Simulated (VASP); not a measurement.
# Ga (P6_3/mmc) in VASP: a series of runs

Runs on Ga. Level: PBE. Tasks: electric field gradients.

Everything below comes from runs of VASP 6.6.1. Logs are shortened: lines on timing, memory, paths and dates and some standing lists are left out, and cuts for length are marked.

**1. The cell of the first run**

The structure is hexagonal, space group P6_3/mmc (No. 194). The conventional cell has a = 3.011 Å, b = 3.011 Å, c = 4.866 Å, α = 90.00°, β = 90.00°, γ = 120.00°. Ga (site symmetry -6m2) has 12 Ga at 2.99 to 3.01 Å within 3.9 Å.

This isn't the form of Ga at room conditions, which is orthorhombic.

**2. Electric field gradients, PBE**

File INCAR:

```
SYSTEM = Ga
PREC = Accurate
ENCUT = 520
EDIFF = 1E-8
ISMEAR = -1
SIGMA = 0.05
LREAL = .False.
LASPH = .True.
NELM = 100
ALGO = Normal
ISIF = 2
LWAVE = .False.
LCHARG = .False.
GGA = PE
LEFG = .True.
NBANDS = 20
```

File KPOINTS:

```
Automatic mesh
0
Gamma
  18 18 10
  0 0 0
```

File POSCAR:

```
Ga
1.0
    3.0110321222      0.0000000000      0.0000000000
   -1.5055160611      2.6076303094      0.0000000000
    0.0000000000      0.0000000000      4.8660975386
Ga
2
Direct
    0.3333333333      0.6666666667      0.2500000000
    0.6666666667      0.3333333333      0.7500000000
```

Potentials or basis: VASP PAW PBE potentials, release 64 (Ga_d).

On the command line:

```bash
cat potpaw_PBE.64/Ga_d/POTCAR > POTCAR
mpirun -np 1 vasp_std > vasp.out
```

OUTCAR:

```text
SYSTEM = Ga
   PREC = Accurate
   ENCUT = 520
   EDIFF = 1E-8
   ISMEAR = -1
   LREAL = .False.
   LASPH = .True.
   NELM = 100
   ISIF = 2
   GGA = PE

 ion  position               nearest neighbor table
   1  0.333  0.667  0.250-
   2  0.667  0.333  0.750-

  LATTYP: Found a hexagonal cell.
 ALAT       =     3.0110321222
 C/A-ratio  =     1.6160895471

  Lattice vectors:

 A1 = (   3.0110321222,   0.0000000000,   0.0000000000)
 A2 = (  -1.5055160611,   2.6076303094,   0.0000000000)
 A3 = (   0.0000000000,   0.0000000000,   4.8660975386)

Analysis of symmetry for initial positions (statically):
=====================================================================
 Subroutine PRICEL returns:
 Original cell was already a primitive cell.

 Routine SETGRP: Setting up the symmetry group for a
 hexagonal supercell.

 Subroutine GETGRP returns: Found 24 space group operations
 (whereof 12 operations were pure point group operations)
 out of a pool of 24 trial point group operations.

The static configuration has the point symmetry D_3d.
 The point group associated with its full space group is D_6h.

Analysis of symmetry for dynamics (positions and initial velocities):
=====================================================================
 Subroutine PRICEL returns:
 Original cell was already a primitive cell.

 Routine SETGRP: Setting up the symmetry group for a
 hexagonal supercell.

 Subroutine GETGRP returns: Found 24 space group operations
 (whereof 12 operations were pure point group operations)
 out of a pool of 24 trial point group operations.

The dynamic configuration has the point symmetry D_3d.
 The point group associated with its full space group is D_6h.

 Subroutine INISYM returns: Found 24 space group operations
 (whereof 12 operations are pure point group operations),
 and found     1 'primitive' translations

----------------------------------------------------------------------------------------

                                     Primitive cell

  volume of cell :      38.2069

  direct lattice vectors                    reciprocal lattice vectors
     3.011032122  0.000000000  0.000000000     0.332112033  0.191744972  0.000000000
    -1.505516061  2.607630309  0.000000000     0.000000000  0.383489943  0.000000000
     0.000000000  0.000000000  4.866097539     0.000000000  0.000000000  0.205503484

  length of vectors
     3.011032122  3.011032122  4.866097539     0.383489943  0.383489943  0.205503484

  position of ions in fractional coordinates (direct lattice)
     0.333333333  0.666666667  0.250000000
     0.666666667  0.333333333  0.750000000

  ion indices of the primitive-cell ions
   primitive index   ion index
                 1           1
                 2           2

----------------------------------------------------------------------------------------

 KPOINTS: Automatic mesh

Automatic generation of k-mesh.
 Grid dimensions read from file:
 generate k-points for:   18   18   10

 Generating k-lattice:

  Cartesian coordinates                     Fractional coordinates (reciprocal lattice)
     0.018450669  0.010652498  0.000000000     0.055555556  0.000000000  0.000000000
     0.000000000  0.021304997  0.000000000     0.000000000  0.055555556  0.000000000
     0.000000000  0.000000000  0.020550348     0.000000000  0.000000000  0.100000000

  Length of vectors
     0.021304997  0.021304997  0.020550348

  Shift w.r.t. Gamma in fractional coordinates (k-lattice)
     0.000000000  0.000000000  0.000000000

 Subroutine IBZKPT returns following result:
 ===========================================

 Found    222 irreducible k-points:

 Following reciprocal coordinates:
            Coordinates               Weight
  0.000000  0.000000  0.000000      1.000000
  0.055556  0.000000  0.000000      6.000000
  0.111111  0.000000  0.000000      6.000000
  0.166667  0.000000  0.000000      6.000000
  0.222222  0.000000  0.000000      6.000000
  0.277778  0.000000  0.000000      6.000000
[... 16 lines left out ...]
  0.333333  0.111111  0.000000     12.000000
  0.388889  0.111111  0.000000     12.000000
 [... further k-points ...]
   k-points           NKPTS =    222   k-points in BZ     NKDIM =    222   number of bands    NBANDS=     20
   number of dos      NEDOS =    301   number of ions     NIONS =      2
   total plane-waves  NPLWV =  20736
   dimension x,y,z NGX =    24 NGY =   24 NGZ =   36
   dimension x,y,z NGXF=    48 NGYF=   48 NGZF=   72
   ions per type =               2
   NGX,Y,Z   is equivalent  to a cutoff of  13.25, 13.25, 12.30 a.u.
   NGXF,Y,Z  is equivalent  to a cutoff of  26.50, 26.50, 24.60 a.u.
 SYSTEM =  Ga
   PREC   = accura    normal or accurate (medium, high low for compatibility)
   ISTART =      0    job   : 0-new  1-cont  2-samecut
   ICHARG =      2    charge: 1-file 2-atom 10-const
   ISPIN  =      1    spin polarized calculation?
   LNONCOLLINEAR =      F non collinear calculations
   LSORBIT =      F    spin-orbit coupling
   LASPH  =      T    aspherical Exc in radial PAW
   ENCUT  =  520.0 eV  38.22 Ry    6.18 a.u.   5.60  5.60  9.05*2*pi/ulx,y,z
   NELM   =    100;   NELMIN=  2; NELMDL= -5     # of ELM steps
   EDIFF  = 0.1E-07   stopping-criterion for ELM
   LREAL  =      F    real-space projection
   EDIFFG = 0.1E-06   stopping-criterion for IOM
   NSW    =      0    number of steps for IOM
   IBRION =     -1    ionic relax: 0-MD 1-quasi-New 2-CG
   NFREE  =      0    steps in history (QN), initial steepest desc. (CG)
   ISIF   =      2    stress and relaxation
   ISYM   =      2    0-nonsym 1-usesym 2-fastsym
   POTIM  = 0.5000    time-step for ionic-motion
   TEBEG  =    0.0;   TEEND  =   0.0 temperature during run
   PSTRESS=    0.0 pullay stress
   NELECT =      26.0000    total number of electrons
   NUPDOWN=      -1.0000    fix difference up-down
   EMIN   =  10.00;   EMAX   =-10.00  energy-range for DOS
   EFERMI =   0.00;   METHOD = LEGACY
   ISMEAR =    -1;   SIGMA  =   0.05  broadening in eV -4-tet -1-fermi 0-gaus
   EFERMI_NEDOS =   21; number of points for ismear=-14 and -15
   IALGO  =     38    algorithm
   IMIX   =      4    mixing-type and parameters
     AMIX     =   0.40;   BMIX     =  1.00
     AMIX_MAG =   1.60;   BMIX_MAG =  1.00
  volume/ion in A,a.u.               =      19.10       128.92
  Fermi-wavevector in a.u.,A,eV,Ry     =   1.439965  2.721139 28.211661  2.073499
  Thomas-Fermi vector in A             =   2.558762
   LORBIT       =      0    0 simple, 1 ext, 2 COOP (PROOUT), +10 PAW based schemes
   GGA     = PE    functional components
   LHFCALC =     F    Hartree Fock is set to
   AEXX    =    0.0000 exact exchange contribution
   IVDW    =     0    specifies the selected vdW correction
   LEPSILON=     F    determine dielectric tensor
   LRPA    =     F    only Hartree local field effects (RPA)
 non-spin polarized calculation
  energy-cutoff  :      520.00
  volume of cell :       38.21
 maximum number of plane-waves:      1050
 NGX is ok and might be reduce to    24
   NGX = 11   NGY = 11   NGZ = 19

 number of electron      26.0000022 magnetization

 Free energy of the ion-electron system (eV)
  ---------------------------------------------------
  ext. energy  EPLUGINS =         0.00000000
  ---------------------------------------------------
  free energy    TOTEN  =        -5.75908196 eV

  energy without entropy =       -5.75122628  energy(sigma->0) =       -5.75515412

 E-fermi :   5.4766     XC(G=0): -10.9586

 val. band max:        5.4726652100   @ k =   0.2778   0.2222   0.1000
 cond. band min:       5.4923685604   @ k =   0.3333   0.0556   0.5000
 fundamental gap:      0.0197033504
 Fermi energy:         5.4765681350

 k-point     1 :       0.0000    0.0000    0.0000
  band No.  band energies     occupation
      1      -9.5140      2.00000
      2      -9.4375      2.00000
      3      -9.4258      2.00000
      4      -9.4258      2.00000
      5      -9.4037      2.00000
      6      -9.4037      2.00000
[... 12 lines left out ...]
     19      19.0592      0.00000
     20      19.4303      0.00000

 k-point     2 :       0.0556    0.0000    0.0000
  band No.  band energies     occupation
      1      -9.5101      2.00000
      2      -9.4432      2.00000
      3      -9.4200      2.00000
      4      -9.4188      2.00000
      5      -9.4039      2.00000
      6      -9.3983      2.00000
[... 12 lines left out ...]
     19      19.3908      0.00000
     20      19.6744      0.00000

 k-point     3 :       0.1111    0.0000    0.0000
  band No.  band energies     occupation
      1      -9.5026      2.00000
      2      -9.4504      2.00000
      3      -9.4098      2.00000
      4      -9.4032      2.00000
      5      -9.3992      2.00000
      6      -9.3828      2.00000
[... 12 lines left out ...]
     19      18.2419      0.00000
     20      20.5928      0.00000

 k-point     4 :       0.1667    0.0000    0.0000
  band No.  band energies     occupation
      1      -9.5044      2.00000
      2      -9.4478      2.00000
      3      -9.4113      2.00000
      4      -9.3996      2.00000
      5      -9.3897      2.00000
      6      -9.3785      2.00000
[... 12 lines left out ...]
     19      17.2880      0.00000
     20      19.9949      0.00000

 k-point     5 :       0.2222    0.0000    0.0000
  band No.  band energies     occupation
      1      -9.5194      2.00000
      2      -9.4410      2.00000
      3      -9.4226      2.00000
      4      -9.4077      2.00000
      5      -9.4019      2.00000
      6      -9.3514      2.00000
[... 12 lines left out ...]
     19      16.8122      0.00000
     20      19.5042      0.00000
[... 353 lines left out ...]
      6      -9.3372      2.00000
[... 12 lines left out ...]
     19      16.9002      0.00000
     20      17.2215      0.00000

 k-point    22 :       0.2778    0.1111    0.0000
  band No.  band energies     occupation
      1      -9.5340      2.00000
      2      -9.4825      2.00000
      3      -9.4494      2.00000
      4      -9.4270      2.00000
      5      -9.3768      2.00000
      6      -9.3361      2.00000
[... 12 lines left out ...]
     19      16.3351      0.00000
     20      16.7869      0.00000

 k-point    23 :       0.3333    0.1111    0.0000
  band No.  band energies     occupation
      1      -9.5489      2.00000
      2      -9.5045      2.00000
      3      -9.4509      2.00000
      4      -9.4320      2.00000
      5      -9.3613      2.00000
      6      -9.3484      2.00000
[... 12 lines left out ...]
     19      15.9576      0.00000
     20      16.4749      0.00000

 k-point    24 :       0.3889    0.1111    0.0000
  band No.  band energies     occupation
      1      -9.5586      2.00000
      2      -9.5189      2.00000
      3      -9.4536      2.00000
      4      -9.4349      2.00000
      5      -9.3566      2.00000
      6      -9.3491      2.00000
[... 12 lines left out ...]
     19      15.7382      0.00000
     20      16.2875      0.00000

 [... further k-points ...]
[... 5 lines left out ...]
  --------------------------------------------------------------------------------------
  -------------------------------------------------------------------------------------
  Total        0.0082035      0.0082035      0.0122507      0.0000000     -0.0000000      0.0000000
  in kB        0.3440079      0.3440079      0.5137246      0.0000000     -0.0000000      0.0000000
  external PRESSURE =       0.4005802 kB  Pullay stress =       0.0000000 kB

 VOLUME and BASIS-vectors are now :
 -----------------------------------------------------------------------------
  energy-cutoff  :      520.00
  volume of cell :       38.21
      direct lattice vectors                 reciprocal lattice vectors
     3.011032122  0.000000000  0.000000000     0.332112033  0.191744972  0.000000000
    -1.505516061  2.607630309  0.000000000     0.000000000  0.383489943  0.000000000
     0.000000000  0.000000000  4.866097539     0.000000000  0.000000000  0.205503484

 POSITION                                       TOTAL-FORCE (eV/Angst)
 -----------------------------------------------------------------------------------
     -0.00000      1.73842      1.21652        -0.000000      0.000000      0.000000
      1.50552      0.86921      3.64957         0.000000     -0.000000      0.000000
 -----------------------------------------------------------------------------------
    total drift:                                0.000000     -0.000000      0.000000

  FREE ENERGIE OF THE ION-ELECTRON SYSTEM (eV)
  ---------------------------------------------------
  free  energy   TOTEN  =        -5.7590819590 eV

  energy  without entropy=       -5.7512262835  energy(sigma->0) =       -5.75515412

 Electric field gradients (V/A^2)
---------------------------------------------------------------------
 ion       V_xx      V_yy      V_zz      V_xy      V_xz      V_yz
---------------------------------------------------------------------
   1       0.991     0.987    -1.978    -0.003     0.000    -0.000
   2       0.991     0.987    -1.978    -0.003    -0.000     0.000
---------------------------------------------------------------------

 Electric field gradients after diagonalization (V/A^2)
 (convention: |V_zz| > |V_xx| > |V_yy|)
----------------------------------------------------------------------
 ion       V_xx      V_yy      V_zz     asymmetry (V_yy - V_xx)/ V_zz
----------------------------------------------------------------------
   1       0.992     0.985    -1.978       0.004
   2       0.992     0.985    -1.978       0.004
----------------------------------------------------------------------

           NMR quadrupolar parameters

 Cq : quadrupolar parameter    Cq=e*Q*V_zz/h
 eta: asymmetry parameters     (V_yy - V_xx)/ V_zz
 Q  : nuclear electric quadrupole moment in mb (millibarn)
----------------------------------------------------------------------
 ion       Cq(MHz)       eta       Q (mb)
----------------------------------------------------------------------
   1      -0.005       0.004       1.000
   2      -0.005       0.004       1.000
----------------------------------------------------------------------
```

It took 2.3 min on 1 thread of Intel Xeon Platinum 8375C at 2.90GHz (Ice Lake), shared host; peak memory 0.25 GiB.

What came out:

- Free energy: -5.7591 eV
- Pressure: 0.0 GPa
- Band gap on the k mesh: zero (bands 13 and 14 overlap by 7.47 eV)
- Largest electric field gradient by atom: Ga -2.0 V/Å²

Levels at points of the mesh, in eV from the Fermi level:
```csv
k point,band 11,band 12,band 13,band 14,band 15,band 16
"(0.00, 0.00, 0.00)",-10.98,-4.85,-3.89,9.40,9.40,11.37
"(0.50, 0.00, 0.00)",-5.67,-4.86,0.39,0.67,1.02,3.13
"(0.00, 0.00, 0.50)",-9.35,-9.35,3.72,3.72,10.58,10.58
"(0.50, 0.00, 0.50)",-4.13,-4.13,-3.12,-3.12,6.44,6.44
```

Electric field gradients, principal values (V/Å²):
```csv
atom,least,middle,greatest (by size)
1 Ga,0.985,0.992,-1.978
2 Ga,0.985,0.992,-1.978
```

Caveat: without QUAD_EFG the Cq values of the log hold for a quadrupole moment of 1 mb, not for the nuclei.

[end of part 1 of 2]
